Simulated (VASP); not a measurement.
Input of a VASP 6.6.1 run:

File POSCAR:

```
NiSb
1.0
    3.9161353082      0.0000000000      0.0000000000
   -1.9580676541      3.3914726615      0.0000000000
    0.0000000000      0.0000000000      5.1012334989
Sb Ni
2 2
Direct
    0.6666666667      0.3333333333      0.7500000000
    0.3333333333      0.6666666667      0.2500000000
    0.0000000000      0.0000000000      0.5000000000
    0.0000000000      0.0000000000      0.0000000000
```

The input INCAR.step1:

```
  PREC = Accurate
  ENCUT = 520
  ISMEAR = -1
  SIGMA = 0.05
  LREAL = F
  LASPH = T
  NELM = 150
  ISPIN = 2
  MAGMOM = 0 0 1 1
  LMAXMIX = 4
  NBANDS = 27
  GGA = PE
  ALGO = Normal
  EDIFF = 1E-4
  LWAVE = T
  LCHARG = F
```

Contents of INCAR.step2:

```
  PREC = Accurate
  ENCUT = 520
  EDIFF = 1E-7
  ISMEAR = -1
  SIGMA = 0.05
  LREAL = F
  LASPH = T
  NELM = 150
  ALGO = Normal
  ISIF = 2
  LWAVE = F
  LCHARG = F
  ISPIN = 2
  MAGMOM = 0 0 1 1
  LORBIT = 11
  LMAXMIX = 4
  METAGGA = R2SCAN
  LMIXTAU = T
  IVDW = 13
  VDW_S6 = 1.0
  VDW_S8 = 0.6018749
  VDW_A1 = 0.51559235
  VDW_A2 = 5.77342911
  NBANDS = 27
  ISTART = 1
```

KPOINTS

```
Automatic mesh
0
Gamma
  8 8 5
```

Potentials or basis: VASP PAW PBE potentials, release 64 (Sb, Ni).

The run is started by

```bash
$ cat potpaw_PBE.64/Sb/POTCAR potpaw_PBE.64/Ni/POTCAR > POTCAR
$ cp INCAR.step1 INCAR
$ mpirun -np 1 vasp_std > vasp.out
$ cp INCAR.step2 INCAR
$ mpirun -np 1 vasp_std > vasp.out
```

Problem. Predict the net moment.

Solution. 0.00 μB per cell.

Problem. What does it give for the dispersion energy per atom?

Solution. -0.187 eV.

Problem. Estimate the band gap on the k mesh.

Solution. Zero (filled and empty bands overlap).

Problem. Estimate the pressure.

Solution. 0.0 GPa.

Stress tensor (GPa, compression positive):
```
-0.07  0.00  0.00
 0.00 -0.07  0.00
 0.00  0.00  0.04
```

Caveat: the moments typed at the start vanished in this run; the PAW data sets were made with another functional, which shifts forces and pressure a little; spin-orbit coupling is left out, which moves the levels of the heavy elements.
